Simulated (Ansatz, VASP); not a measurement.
# Two plane-wave programs on MnBe3

INCAR

```
PREC = Accurate
ENCUT = 600
EDIFF = 1E-6
ISMEAR = -1
SIGMA = 0.1
LREAL = F
LASPH = T
NELM = 200
ALGO = Normal
ISIF = 2
LWAVE = F
LCHARG = F
ISPIN = 2
MAGMOM = 0 0 0 4
LORBIT = 11
LMAXMIX = 4
NBANDS = 22
GGA_COMPAT = F
```

The input KPOINTS:

```
Automatic mesh
0
Gamma
  7 7 7
```

POSCAR

```
MnBe3
1.0
    3.2517450000      0.0000000000      0.0000000000
    0.0000000000      3.2517450000      0.0000000000
    0.0000000000      0.0000000000      3.2517450000
Be Mn
3 1
Direct
    0.0000000000      0.5000000000      0.5000000000
    0.5000000000      0.0000000000      0.5000000000
    0.5000000000      0.5000000000      0.0000000000
    0.0000000000      0.0000000000      0.0000000000
```

Input for Ansatz:

```yaml
crystal:
  lattice:
    a: 3.251745
    b: 3.251745
    c: 3.251745
    alpha: 90.0
    beta: 90.0
    gamma: 90.0
  atoms:
    - { symbol: Be, position: [0.0, 0.5, 0.5] }
    - { symbol: Be, position: [0.5, 0.0, 0.5] }
    - { symbol: Be, position: [0.5, 0.5, 0.0] }
    - { symbol: Mn, position: [0.0, 0.0, 0.0] }
kpoints:
  mp_grid:
    grid: [7, 7, 7]
hamiltonian:
  xc: lda
  pseudopotentials:
    kind: paw
magnetization:
  spin_polarized: true
  per_species:
    Mn: 4.0
scf:
  occupations:
    method: fermi_dirac
output:
  forces: true
  stress: true
  eigenvalues: true
```

Alike in both runs: task single point; functional LDA; k mesh 7 × 7 × 7; collinear spin.

|  | VASP | Ansatz |
| --- | --- | --- |
| version | VASP 6.6.1 | Ansatz 0.2.0 |
| potentials or method | VASP PAW LDA potentials, release 64 (Be, Mn_pv) | plane waves, PAW |
| plane-wave cutoff (eV) | 600 | 420 |
| occupations | fermi-dirac, width 0.1 eV | fermi-dirac |
| valence electrons in the cell | 19 | 21 |

Ansatz gave:

* gap on the k mesh at the Fermi level (eV): none
* pressure (GPa): -9.9
* net moment per atom (μB): 0.21
* size of the moment on the site where the two differ most (μB): 0.88

What did VASP give for the same quantities?

gap on the k mesh at the Fermi level (eV): none; pressure (GPa): -9.4; net moment per atom (μB): 0.20; size of the moment on the site where the two differ most (μB): 0.86.

LDA's correlation is that of Perdew and Zunger in VASP and of Perdew and Wang (1992) in Ansatz. Site moments also hang on the region over which each program counts them. A gap of «none» marks a metal or a gap that the smearing closes. VASP's potentials hold 19 valence electrons a cell and Ansatz's 21, so a difference there can come from the potentials and not from the codes.
